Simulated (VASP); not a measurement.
Input of a VASP 6.6.1 run:

The input INCAR:

```
  PREC = Accurate
  ENCUT = 520
  EDIFF = 1E-6
  ISMEAR = 0
  SIGMA = 0.1
  LREAL = False
  LASPH = True
  NELM = 80
  ALGO = Normal
  ISIF = 2
  LWAVE = False
  LCHARG = True
  LDIPOL = True
  IDIPOL = 3
  DIPOL = 0.5 0.5 0.369
  GGA = CA
  LELF = True
  LVHAR = True
  LVACPOTAV = True
  NBANDS = 38
```

File KPOINTS:

```
Automatic mesh
0
Gamma
  12 12 1
```

The input POSCAR:

```
Ru4C
1.0
    2.6740588508      0.0000000000      0.0000000000
   -1.3370294254      2.3158028960      0.0000000000
    0.0000000000      0.0000000000     21.7622039047
Ru C
4 1
Direct
    0.6666666667      0.3333333333      0.1838049132
    0.3333333333      0.6666666667      0.2809173428
    0.6666666667      0.3333333333      0.3776317450
    0.3333333333      0.6666666667      0.4715608745
    0.5000000000      1.3333333333      0.5322065092
```

Potentials or basis: VASP PAW LDA potentials, release 64 (Ru_pv, C).

The run is started by

```bash
$ cat potpaw_LDA.64/Ru_pv/POTCAR potpaw_LDA.64/C/POTCAR > POTCAR
$ mpirun -np 1 vasp_std > vasp.out
```

Q: Estimate the band gap on the k mesh.

A: Zero (bands 30 and 31 overlap by 2.47 eV).

Q: Estimate the largest force.

A: 3.089 eV/Å.

Forces in eV/Å, atoms in the order of the input:
```
Ru  -0.010  0.008  1.023
Ru   0.061  0.012 -1.082
Ru  -0.053  0.184 -2.291
Ru  -2.036  0.824  2.171
C    2.039 -1.029  0.179
```
